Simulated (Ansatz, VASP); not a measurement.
# Al2Pt in VASP and in Ansatz

```
Al Pt
1.0
     0.00000    2.95500    2.95500
     2.95500    0.00000    2.95500
     2.95500    2.95500    0.00000
Al Pt
2 1
Direct
  0.25000 0.25000 0.25000
  0.75000 0.75000 0.75000
  0.00000 0.00000 0.00000
```

Alike in both runs: task electric field gradients; functional PBE; k mesh 12 × 12 × 12; occupations fermi-dirac, width 0.08 eV; no spin polarisation.

|  | VASP | Ansatz |
| --- | --- | --- |
| version | VASP 6.6.1 | Ansatz 0.2.0 |
| potentials or method | VASP PAW PBE potentials, release 64 (Al, Pt) | PAW with Ansatz's default frozen-core files, scalar-relativistic |
| plane-wave cutoff (eV) | 520 | 420 |
| valence electrons in the cell | 16 | 24 |

Ansatz gave:

| Property | Result |
| --- | --- |
| pressure (GPa) | 2.5 |

Problem. Estimate VASP's values.

Solution. Pressure (GPa): 2.3.

VASP's potentials hold 16 valence electrons a cell and Ansatz's 24, so a difference there can come from the potentials and not from the codes.

Spin-orbit coupling is off throughout.
